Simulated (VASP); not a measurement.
# ScAl (Pm-3m) in VASP: notebook

ScAl is run at these levels: PBEsol; tasks: single point.

Everything below comes from runs of VASP 6.6.1. Logs are shortened: lines on timing, memory, paths and dates and some standing lists are left out, and cuts for length are marked.

## Step 1: The cell of the first run

The structure is cubic, space group Pm-3m (No. 221). The conventional cell has a = 3.370 Å, b = 3.370 Å, c = 3.370 Å, α = 90.00°, β = 90.00°, γ = 90.00°. Sc (site symmetry m-3m) has 8 Al at 2.92 Å and 6 Sc at 3.37 Å within 3.8 Å. Within 3.8 Å of Al (site symmetry m-3m) lie 8 Sc at 2.92 Å and 6 Al at 3.37 Å.

## Step 2: Single point, PBEsol

Input file INCAR:

```
SYSTEM = ScAl
PREC = Accurate ; ENCUT = 520
EDIFF = 1E-6 ; ISMEAR = 0
SIGMA = 0.1 ; LREAL = .FALSE.
LASPH = .TRUE. ; NELM = 100
ALGO = Normal ; ISIF = 2
LWAVE = .FALSE. ; LCHARG = .FALSE.
GGA = PS ; NBANDS = 14
```

Input file KPOINTS:

```
regular mesh
0
G
  14 14 14
  0 0 0
```

Input file POSCAR:

```
ScAl
1.0
    3.3703489700      0.0000000000      0.0000000000
    0.0000000000      3.3703489700      0.0000000000
    0.0000000000      0.0000000000      3.3703489700
Sc Al
1 1
Direct
    0.5000000000      0.5000000000      0.5000000000
    0.0000000000      0.0000000000      0.0000000000
```

Potentials or basis: VASP PAW PBE potentials, release 64 (Sc_sv, Al).

Command:

```sh
cat potpaw_PBE.64/Sc_sv/POTCAR potpaw_PBE.64/Al/POTCAR > POTCAR
mpirun -np 1 vasp_std > vasp.out
```

OUTCAR:

```text
SYSTEM = ScAl
   PREC = Accurate
   ENCUT = 520
   EDIFF = 1E-6
   ISMEAR = 0
   LREAL = .FALSE.
   LASPH = .TRUE.
   NELM = 100
   ISIF = 2
   GGA = PS

 ion  position               nearest neighbor table
   1  0.500  0.500  0.500-   2 2.92   2 2.92   2 2.92   2 2.92   2 2.92   2 2.92   2 2.92   2 2.92

   2  0.000  0.000  0.000-   1 2.92   1 2.92   1 2.92   1 2.92   1 2.92   1 2.92   1 2.92   1 2.92

  LATTYP: Found a simple cubic cell.
 ALAT       =     3.3703489700

  Lattice vectors:

 A1 = (   3.3703489700,   0.0000000000,   0.0000000000)
 A2 = (   0.0000000000,   3.3703489700,   0.0000000000)
 A3 = (   0.0000000000,   0.0000000000,   3.3703489700)

Analysis of symmetry for initial positions (statically):
=====================================================================
 Subroutine PRICEL returns:
 Original cell was already a primitive cell.

 Routine SETGRP: Setting up the symmetry group for a
 simple cubic supercell.

 Subroutine GETGRP returns: Found 48 space group operations
 (whereof 48 operations were pure point group operations)
 out of a pool of 48 trial point group operations.

The static configuration has the point symmetry O_h .

Analysis of symmetry for dynamics (positions and initial velocities):
=====================================================================
 Subroutine PRICEL returns:
 Original cell was already a primitive cell.

 Routine SETGRP: Setting up the symmetry group for a
 simple cubic supercell.

 Subroutine GETGRP returns: Found 48 space group operations
 (whereof 48 operations were pure point group operations)
 out of a pool of 48 trial point group operations.

The dynamic configuration has the point symmetry O_h .

 Subroutine INISYM returns: Found 48 space group operations
 (whereof 48 operations are pure point group operations),
 and found     1 'primitive' translations

----------------------------------------------------------------------------------------

                                     Primitive cell

  volume of cell :      38.2846

  direct lattice vectors                    reciprocal lattice vectors
     3.370348970  0.000000000  0.000000000     0.296705181  0.000000000  0.000000000
     0.000000000  3.370348970  0.000000000     0.000000000  0.296705181  0.000000000
     0.000000000  0.000000000  3.370348970     0.000000000  0.000000000  0.296705181

  length of vectors
     3.370348970  3.370348970  3.370348970     0.296705181  0.296705181  0.296705181

  position of ions in fractional coordinates (direct lattice)
     0.500000000  0.500000000  0.500000000
     0.000000000  0.000000000  0.000000000

  ion indices of the primitive-cell ions
   primitive index   ion index
                 1           1
                 2           2

----------------------------------------------------------------------------------------

 KPOINTS: regular mesh

Automatic generation of k-mesh.
 Grid dimensions read from file:
 generate k-points for:   14   14   14

 Generating k-lattice:

  Cartesian coordinates                     Fractional coordinates (reciprocal lattice)
     0.021193227  0.000000000  0.000000000     0.071428571  0.000000000  0.000000000
     0.000000000  0.021193227  0.000000000     0.000000000  0.071428571  0.000000000
     0.000000000  0.000000000  0.021193227     0.000000000  0.000000000  0.071428571

  Length of vectors
     0.021193227  0.021193227  0.021193227

  Shift w.r.t. Gamma in fractional coordinates (k-lattice)
     0.000000000  0.000000000  0.000000000

 Subroutine IBZKPT returns following result:
 ===========================================

 Found    120 irreducible k-points:

 Following reciprocal coordinates:
            Coordinates               Weight
  0.000000  0.000000  0.000000      1.000000
  0.071429  0.000000  0.000000      6.000000
  0.142857  0.000000  0.000000      6.000000
  0.214286  0.000000  0.000000      6.000000
  0.285714  0.000000  0.000000      6.000000
  0.357143  0.000000  0.000000      6.000000
[... 16 lines left out ...]
  0.285714  0.214286  0.000000     24.000000
  0.357143  0.214286  0.000000     24.000000
 [... further k-points ...]
   k-points           NKPTS =    120   k-points in BZ     NKDIM =    120   number of bands    NBANDS=     14
   number of dos      NEDOS =    301   number of ions     NIONS =      2
   total plane-waves  NPLWV =  21952
   dimension x,y,z NGX =    28 NGY =   28 NGZ =   28
   dimension x,y,z NGXF=    56 NGYF=   56 NGZF=   56
   ions per type =               1   1
   NGX,Y,Z   is equivalent  to a cutoff of  13.81, 13.81, 13.81 a.u.
   NGXF,Y,Z  is equivalent  to a cutoff of  27.62, 27.62, 27.62 a.u.
 SYSTEM =  ScAl
   PREC   = accura    normal or accurate (medium, high low for compatibility)
   ISTART =      0    job   : 0-new  1-cont  2-samecut
   ICHARG =      2    charge: 1-file 2-atom 10-const
   ISPIN  =      1    spin polarized calculation?
   LNONCOLLINEAR =      F non collinear calculations
   LSORBIT =      F    spin-orbit coupling
   LASPH  =      T    aspherical Exc in radial PAW
   ENCUT  =  520.0 eV  38.22 Ry    6.18 a.u.   6.27  6.27  6.27*2*pi/ulx,y,z
   NELM   =    100;   NELMIN=  2; NELMDL= -5     # of ELM steps
   EDIFF  = 0.1E-05   stopping-criterion for ELM
   LREAL  =      F    real-space projection
[... 7 lines left out ...]
   TEBEG  =    0.0;   TEEND  =   0.0 temperature during run
   PSTRESS=    0.0 pullay stress
   NELECT =      14.0000    total number of electrons
   NUPDOWN=      -1.0000    fix difference up-down
   EMIN   =  10.00;   EMAX   =-10.00  energy-range for DOS
   EFERMI =   0.00;   METHOD = LEGACY
   ISMEAR =     0;   SIGMA  =   0.10  broadening in eV -4-tet -1-fermi 0-gaus
   EFERMI_NEDOS =   21; number of points for ismear=-14 and -15
   IALGO  =     38    algorithm
   IMIX   =      4    mixing-type and parameters
     AMIX     =   0.40;   BMIX     =  1.00
     AMIX_MAG =   1.60;   BMIX_MAG =  1.00
  volume/ion in A,a.u.               =      19.14       129.18
  Fermi-wavevector in a.u.,A,eV,Ry     =   1.170692  2.212287 18.647052  1.370520
  Thomas-Fermi vector in A             =   2.307147
   LORBIT       =      0    0 simple, 1 ext, 2 COOP (PROOUT), +10 PAW based schemes
   GGA     = PS    functional components
   LHFCALC =     F    Hartree Fock is set to
   AEXX    =    0.0000 exact exchange contribution
   IVDW    =     0    specifies the selected vdW correction
   LEPSILON=     F    determine dielectric tensor
   LRPA    =     F    only Hartree local field effects (RPA)
 non-spin polarized calculation
 Gauss-broadening in eV      SIGMA  =   0.10
  energy-cutoff  :      520.00
  volume of cell :       38.28
 maximum number of plane-waves:      1064
 NGX is ok and might be reduce to    28
   NGX = 13   NGY = 13   NGZ = 13

 number of electron      14.0000002 magnetization

 Free energy of the ion-electron system (eV)
  ---------------------------------------------------
  ext. energy  EPLUGINS =         0.00000000
  ---------------------------------------------------
  free energy    TOTEN  =       -11.62113732 eV

  energy without entropy =      -11.61697000  energy(sigma->0) =      -11.61905366

 E-fermi :   5.9872     XC(G=0): -10.4071

 val. band max:        5.9856066008   @ k =   0.5000   0.3571   0.0714
 cond. band min:       6.0083647851   @ k =   0.4286   0.1429   0.0000
 fundamental gap:      0.0227581844
 Fermi energy:         5.9871931388

 k-point     1 :       0.0000    0.0000    0.0000
  band No.  band energies     occupation
      1     -43.2555      2.00000
      2     -21.9313      2.00000
      3     -21.9313      2.00000
      4     -21.9313      2.00000
      5      -2.4889      2.00000
      6       5.2966      2.00000
      7       5.2966      2.00000
      8       8.6799      0.00000
      9       8.6799      0.00000
     10       8.6799      0.00000
     11       9.7066      0.00000
     12       9.7066      0.00000
     13       9.7066      0.00000
     14      14.5907      0.00000

 k-point     2 :       0.0714    0.0000    0.0000
  band No.  band energies     occupation
      1     -43.2548      2.00000
      2     -21.9405      2.00000
      3     -21.9305      2.00000
      4     -21.9305      2.00000
      5      -2.4157      2.00000
      6       5.2254      2.00000
      7       5.3338      2.00000
      8       8.4246      0.00000
      9       8.4246      0.00000
     10       8.6908      0.00000
     11       9.4871      0.00000
     12      10.0107      0.00000
     13      10.0107      0.00000
     14      14.4602      0.00000

 k-point     3 :       0.1429    0.0000    0.0000
  band No.  band energies     occupation
      1     -43.2527      2.00000
      2     -21.9660      2.00000
      3     -21.9282      2.00000
      4     -21.9282      2.00000
      5      -2.1982      2.00000
      6       4.9598      2.00000
      7       5.4416      2.00000
      8       7.9873      0.00000
      9       7.9873      0.00000
     10       8.7217      0.00000
     11       9.1047      0.00000
     12      10.5980      0.00000
     13      10.5980      0.00000
     14      14.0980      0.00000
[... 324 lines left out ...]
 k-point    23 :       0.2857    0.2143    0.0000
  band No.  band energies     occupation
      1     -43.2406      2.00000
      2     -22.0345      2.00000
      3     -21.9899      2.00000
      4     -21.9150      2.00000
      5      -0.8023      2.00000
      6       4.0375      2.00000
      7       5.0230      2.00000
      8       6.7619      0.00000
      9       7.3735      0.00000
     10       8.1426      0.00000
     11       9.4854      0.00000
     12      10.5393      0.00000
     13      12.8598      0.00000
     14      13.4653      0.00000

 k-point    24 :       0.3571    0.2143    0.0000
  band No.  band energies     occupation
      1     -43.2376      2.00000
      2     -22.0698      2.00000
      3     -21.9859      2.00000
      4     -21.9117      2.00000
      5      -0.2721      2.00000
      6       3.2182      2.00000
      7       5.2895      2.00000
      8       6.6216      0.00000
      9       7.1847      0.00000
     10       8.1831      0.00000
     11       9.5362      0.00000
     12      10.9585      0.00000
     13      13.0521      0.00000
     14      13.3598      0.00000

 [... further k-points ...]

------------------------ aborting loop because EDIFF is reached ----------------------------------------

  FORCE on cell =-STRESS in cart. coord.  units (eV):
  Direction    XX          YY          ZZ          XY          YZ          ZX
  --------------------------------------------------------------------------------------
  -------------------------------------------------------------------------------------
  Total       -0.3978572     -0.3978572     -0.3978572     -0.0000000      0.0000000     -0.0000000
  in kB      -16.6499606    -16.6499606    -16.6499606     -0.0000000      0.0000000     -0.0000000
  external PRESSURE =     -16.6499606 kB  Pullay stress =       0.0000000 kB

 VOLUME and BASIS-vectors are now :
 -----------------------------------------------------------------------------
  energy-cutoff  :      520.00
  volume of cell :       38.28
      direct lattice vectors                 reciprocal lattice vectors
     3.370348970  0.000000000  0.000000000     0.296705181  0.000000000  0.000000000
     0.000000000  3.370348970  0.000000000     0.000000000  0.296705181  0.000000000
     0.000000000  0.000000000  3.370348970     0.000000000  0.000000000  0.296705181

 POSITION                                       TOTAL-FORCE (eV/Angst)
 -----------------------------------------------------------------------------------
      1.68517      1.68517      1.68517         0.000000      0.000000      0.000000
      0.00000      0.00000      0.00000         0.000000      0.000000      0.000000
 -----------------------------------------------------------------------------------
    total drift:                                0.000000      0.000000      0.000000

  FREE ENERGIE OF THE ION-ELECTRON SYSTEM (eV)
  ---------------------------------------------------
  free  energy   TOTEN  =       -11.6211373211 eV

  energy  without entropy=      -11.6169699953  energy(sigma->0) =      -11.61905366
```

Run time: 85 s. Hardware: 1 thread of Intel Xeon 8259CL, shared host; peak memory 0.21 GiB.

Results:

* Free energy: -11.6211 eV
* Pressure: -1.7 GPa
* Band gap on the k mesh: zero (bands 7 and 8 overlap by 1.16 eV)

Levels at points of the mesh, in eV from the Fermi level:
```
           k point  band 4  band 5  band 6  band 7  band 8  band 9  band 10  band 11
(0.00, 0.00, 0.00)  -27.92   -8.48   -0.69   -0.69    2.69    2.69     2.69     3.72
(0.50, 0.00, 0.00)  -27.90   -5.68   -4.58    0.25    0.76    0.76     2.92     3.80
(0.50, 0.50, 0.00)  -27.89   -4.72   -1.87   -1.87   -0.86    1.51     1.51     3.68
(0.50, 0.50, 0.50)  -28.05   -2.56   -2.56   -2.56   -0.46    2.88     2.88     2.88
```

Caveat: the PAW data sets were made with another functional, which shifts forces and pressure a little.

## Step 3: Single point, PBEsol

Input file INCAR:

```
ALGO = Normal
EDIFF = 1E-7
ENCUT = 520
GGA = PS
ISIF = 2
ISMEAR = 0
LASPH = True
LCHARG = True
LELF = True
LREAL = False
LVHAR = True
LWAVE = False
NBANDS = 14
NELM = 60
PREC = Accurate
SIGMA = 0.1
```

Input file KPOINTS:

```
k-points
0
Gamma
  16 16 16
```

POSCAR is that of step 2.

Potentials or basis: VASP PAW PBE potentials, release 64 (Sc_sv, Al).

Command:

```sh
cat potpaw_PBE.64/Sc_sv/POTCAR potpaw_PBE.64/Al/POTCAR > POTCAR
mpirun -np 1 vasp_std > vasp.out
```

OUTCAR:

```text
EDIFF = 1E-7
   ENCUT = 520
   GGA = PS
   ISIF = 2
   ISMEAR = 0
   LASPH = True
   LREAL = False
   NELM = 60
   PREC = Accurate

 ion  position               nearest neighbor table
   1  0.500  0.500  0.500-   2 2.92   2 2.92   2 2.92   2 2.92   2 2.92   2 2.92   2 2.92   2 2.92

   2  0.000  0.000  0.000-   1 2.92   1 2.92   1 2.92   1 2.92   1 2.92   1 2.92   1 2.92   1 2.92

  LATTYP: Found a simple cubic cell.
 ALAT       =     3.3703489700

  Lattice vectors:

 A1 = (   3.3703489700,   0.0000000000,   0.0000000000)
 A2 = (   0.0000000000,   3.3703489700,   0.0000000000)
 A3 = (   0.0000000000,   0.0000000000,   3.3703489700)

Analysis of symmetry for initial positions (statically):
=====================================================================
 Subroutine PRICEL returns:
 Original cell was already a primitive cell.

 Routine SETGRP: Setting up the symmetry group for a
 simple cubic supercell.

 Subroutine GETGRP returns: Found 48 space group operations
 (whereof 48 operations were pure point group operations)
 out of a pool of 48 trial point group operations.

The static configuration has the point symmetry O_h .

[... 175 lines left out ...]
      6       5.2957      2.00000
      7       5.2957      2.00000
      8       8.6782      0.00000
      9       8.6782      0.00000
     10       8.6782      0.00000
     11       9.7070      0.00000
     12       9.7070      0.00000
     13       9.7070      0.00000
     14      14.5904      0.00000
[... 377 lines left out ...]
      1     -43.2406      2.00000
      2     -22.1114      2.00000
      3     -21.9424      2.00000
      4     -21.9146      2.00000
      5       0.4099      2.00000
      6       1.6468      2.00000
      7       6.2962      0.00000
      8       6.3098      0.00000
      9       6.8392      0.00000
     10       8.6354      0.00000
     11       9.7637      0.00000
     12      12.0991      0.00000
     13      13.3834      0.00000
     14      13.8426      0.00000

 [... further k-points ...]

------------------------ aborting loop because EDIFF is reached ----------------------------------------

  FORCE on cell =-STRESS in cart. coord.  units (eV):
  Direction    XX          YY          ZZ          XY          YZ          ZX
  --------------------------------------------------------------------------------------
  -------------------------------------------------------------------------------------
  Total       -0.3995294     -0.3995294     -0.3995294      0.0000000      0.0000000     -0.0000000
  in kB      -16.7199390    -16.7199390    -16.7199390      0.0000000      0.0000000     -0.0000000
  external PRESSURE =     -16.7199390 kB  Pullay stress =       0.0000000 kB

 VOLUME and BASIS-vectors are now :
 -----------------------------------------------------------------------------
  energy-cutoff  :      520.00
  volume of cell :       38.28
      direct lattice vectors                 reciprocal lattice vectors
     3.370348970  0.000000000  0.000000000     0.296705181  0.000000000  0.000000000
     0.000000000  3.370348970  0.000000000     0.000000000  0.296705181  0.000000000
     0.000000000  0.000000000  3.370348970     0.000000000  0.000000000  0.296705181

 POSITION                                       TOTAL-FORCE (eV/Angst)
 -----------------------------------------------------------------------------------
      1.68517      1.68517      1.68517         0.000000      0.000000      0.000000
      0.00000      0.00000      0.00000         0.000000      0.000000      0.000000
 -----------------------------------------------------------------------------------
    total drift:                                0.000000      0.000000      0.000000

  FREE ENERGIE OF THE ION-ELECTRON SYSTEM (eV)
  ---------------------------------------------------
  free  energy   TOTEN  =       -11.6209978049 eV

  energy  without entropy=      -11.6167756289  energy(sigma->0) =      -11.61888672
```

Run time: 1.9 min. Hardware: 1 thread of Intel Xeon 8259CL, shared host; peak memory 0.23 GiB.

What came out:

* Free energy: -11.6210 eV
* Pressure: -1.7 GPa
* Band gap on the k mesh: zero (bands 7 and 8 overlap by 1.17 eV)

Levels at points of the mesh, in eV from the Fermi level:
```
           k point  band 5  band 6  band 7  band 8  band 9  band 10
(0.00, 0.00, 0.00)   -8.46   -0.68   -0.68    2.71    2.71     2.71
(0.50, 0.00, 0.00)   -5.67   -4.56    0.26    0.77    0.77     2.94
(0.50, 0.50, 0.00)   -4.71   -1.85   -1.85   -0.85    1.53     1.53
(0.50, 0.50, 0.50)   -2.55   -2.55   -2.55   -0.45    2.89     2.89
```

Caveat: the PAW data sets were made with another functional, which shifts forces and pressure a little.

## Step 4: Single point, PBEsol

Input file INCAR:

```
  PREC = Accurate
  ENCUT = 520
  EDIFF = 1E-7
  ISMEAR = 0
  SIGMA = 0.1
  LREAL = F
  LASPH = T
  NELM = 100
  ALGO = Fast
  ISIF = 2
  LWAVE = F
  LCHARG = F
  GGA = PS
  NBANDS = 14
```

Input file KPOINTS:

```
regular mesh
0
Gamma
  18 18 18
```

POSCAR is that of step 3.

Command:

```sh
cat potpaw_PBE.64/Sc_sv/POTCAR potpaw_PBE.64/Al/POTCAR > POTCAR
mpirun -np 1 vasp_std > vasp.out
```

It took 3.1 min on 1 thread of Intel Xeon 8259CL, shared host; peak memory 0.25 GiB.

Results (log left out):

```
Free energy            : -11.6213 eV
Pressure               : -1.6 GPa
Band gap on the k mesh : zero (bands 7 and 8 overlap by 1.18 eV)
```

Levels at points of the mesh, in eV from the Fermi level:
| k point | band 5 | band 6 | band 7 | band 8 | band 9 | band 10 |
| --- | --- | --- | --- | --- | --- | --- |
| (0.00, 0.00, 0.00) | -8.46 | -0.67 | -0.67 | 2.71 | 2.71 | 2.71 |
| (0.50, 0.00, 0.00) | -5.66 | -4.56 | 0.26 | 0.78 | 0.78 | 2.94 |
| (0.50, 0.50, 0.00) | -4.70 | -1.85 | -1.85 | -0.85 | 1.53 | 1.53 |
| (0.50, 0.50, 0.50) | -2.54 | -2.54 | -2.54 | -0.44 | 2.89 | 2.89 |

Caveat: the PAW data sets were made with another functional, which shifts forces and pressure a little.

## Step 5: Summary

```tsv
k mesh	gap on the mesh (eV)	pressure (GPa)
14 × 14 × 14	none	-1.7
16 × 16 × 16	none	-1.7
18 × 18 × 18	none	-1.6
```

Alike in all rows: task single point; level PBEsol; potentials or basis VASP PAW PBE potentials, release 64 (Sc_sv, Al); no spin polarisation; cell as given; cutoff (eV) 520; smearing gaussian 0.1 eV.

Caveats: the PAW data sets were made with another functional, which shifts forces and pressure a little.

Total energies depend on the potentials used, so only differences within one code and one set of settings carry meaning.
